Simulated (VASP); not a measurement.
SiNi: single point with r2SCAN

SiNi:

```
Si Ni
1.0
     4.41984    0.00000    0.00000
     0.00000    4.41984    0.00000
     0.00000    0.00000    4.41984
Si Ni
4 4
Direct
  0.65292 0.15292 0.34708
  0.15292 0.34708 0.65292
  0.34708 0.65292 0.15292
  0.84708 0.84708 0.84708
  0.35067 0.85067 0.64933
  0.85067 0.64933 0.35067
  0.64933 0.35067 0.85067
  0.14933 0.14933 0.14933
```

```yaml
Program: VASP 6.6.1
Task: single point
Functional: r2SCAN
Potentials_or_basis: VASP PAW PBE potentials, release 64 (Si, Ni)
Cutoff: 520 eV
k_mesh: 8 × 8 × 8
Occupations: gaussian, width 0.1 eV
Spin: no spin polarisation
Dipole_correction: no
Further_INCAR_settings: ALGO = Normal; EDIFF = 1e-06; NBANDS = 38
```

```
Pressure               : 6.7 GPa
Largest force          : 0.003 eV/Å
Band gap on the k mesh : zero (bands 28 and 29 overlap by 1.40 eV)
```

Forces on the atoms (eV/Å):
```
Si  -0.002 -0.002  0.002
Si  -0.002  0.002 -0.002
Si   0.002 -0.002 -0.002
Si   0.002  0.002  0.002
Ni   0.001  0.001 -0.001
Ni   0.001 -0.001  0.001
Ni  -0.001  0.001  0.001
Ni  -0.001 -0.001 -0.001
```

Levels at points of the mesh, in eV from the Fermi level:
| k point | band 25 | band 26 | band 27 | band 28 | band 29 | band 30 | band 31 | band 32 |
| --- | --- | --- | --- | --- | --- | --- | --- | --- |
| (0.00, 0.00, 0.00) | -1.86 | -1.86 | -1.86 | 1.22 | 1.22 | 1.22 | 1.40 | 1.40 |
| (0.50, 0.00, 0.00) | -2.29 | -2.29 | -0.77 | -0.77 | -0.18 | -0.18 | 2.99 | 2.99 |
| (0.50, 0.50, 0.00) | -1.80 | -1.80 | -1.14 | -1.14 | 0.45 | 0.45 | 0.95 | 0.95 |
| (0.50, 0.50, 0.50) | -2.06 | -2.06 | -2.06 | -2.06 | 4.82 | 4.82 | 4.82 | 4.82 |

Wall time 12 min on 1 thread of Intel Xeon 8259CL, with other jobs on the host, peak memory 0.29 GiB.

Caveat: the cell stands under pressure; the PAW data sets were made with another functional, which shifts forces and pressure a little. Spin polarisation is off, so any magnetic state and its effect on volume and gap are missing.
